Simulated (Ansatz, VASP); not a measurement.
## TaN: VASP beside Ansatz

INCAR

```
SYSTEM = TaN
PREC     = Accurate       ! precision mode
ENCUT    = 520            ! plane-wave cutoff, eV
EDIFF    = 1E-6           ! SCF threshold, eV
ISMEAR   = 0              ! smearing method
SIGMA    = 0.15           ! smearing width, eV
LREAL    = .False.        ! projectors in reciprocal space
LASPH    = .True.         ! aspherical terms in the spheres
NELM     = 60             ! most SCF steps
ALGO     = Normal         ! electronic algorithm
ISIF     = 2              ! what is computed and relaxed
LWAVE    = .False.        ! write WAVECAR
LCHARG   = .True.         ! write CHGCAR
GGA      = PS             ! functional
LELF     = .True.         ! ELF
LVHAR    = .True.       
NBANDS   = 24             ! bands
```

The input KPOINTS:

```
Automatic mesh
0
Gamma
  15 15 8
  0 0 0
```

Contents of POSCAR:

```
TaN
1.0
    3.0047478704      0.0000000000      0.0000000000
   -1.5023739352      2.6021879877      0.0000000000
    0.0000000000      0.0000000000      5.8600190937
Ta N
2 2
Direct
   -0.0163714235      0.0000000000      0.0000000000
    0.0163714235      0.0000000000      0.5000000000
    0.3333333333      0.6666666667      0.2500000000
    0.6666666667      0.3333333333      0.7500000000
```

Input for Ansatz:

```yaml
crystal:
  lattice:
    - [3.0047478704, 0.0, 0.0]
    - [-1.5023739352, 2.6021879877, 0.0]
    - [0.0, 0.0, 5.8600190937]
  atoms:
    - { symbol: Ta, position: [-0.0163714235, 0.0, 0.0] }
    - { symbol: Ta, position: [0.0163714235, 0.0, 0.5] }
    - { symbol: "N", position: [0.3333333333, 0.6666666667, 0.25] }
    - { symbol: "N", position: [0.6666666667, 0.3333333333, 0.75] }
basis:
  ecutwfc: 520.0
kpoints:
  mp_grid: { grid: [15, 15, 8] }
hamiltonian:
  xc: pbesol
  pseudopotentials: { kind: paw, azcp: { folder: soft_1 } }
scf:
  occupations: { method: gaussian, width: 0.15 }
output:
  forces: true
  stress: true
  eigenvalues: true
```

Change from the starting cell: mode 4 frozen in at -0.047 Å, equal normal strain along x and y +0.0400.

Alike in both runs: task single point; functional PBEsol; k mesh 15 × 15 × 8; occupations gaussian, width 0.15 eV; no spin polarisation.

|  | VASP | Ansatz |
| --- | --- | --- |
| version | VASP 6.6.1 | Ansatz 0.2.0 |
| potentials or method | VASP PAW PBE potentials, release 64 (Ta_pv, N), cutoff 520 eV | scalar-relativistic, plane waves, PAW |
| valence electrons in the cell | 32 | 36 |

Ansatz gave:

| Property | Result |
| --- | --- |
| gap on the k mesh at the Fermi level (eV) | none |
| pressure (GPa) | -21.8 |
| traceless stress, the component that is largest in VASP (GPa) | 11.13 |
| rms of the force components (eV/Å) | 0.226 |

Q: What did VASP give for the same quantities?

A: gap on the k mesh at the Fermi level (eV): none; pressure (GPa): -21.1; traceless stress, the component that is largest in VASP (GPa): 11.22; rms of the force components (eV/Å): 0.227.

VASP's potentials were made for PBE, not for PBEsol, and Ansatz warns of the same on its side. Atom by atom the forces differ by 0.001 eV/Å (rms over components). A gap of «none» marks a metal or a gap that the smearing closes. VASP's potentials hold 32 valence electrons a cell and Ansatz's 36, so a difference there can come from the potentials and not from the codes.

Spin-orbit coupling is off throughout.
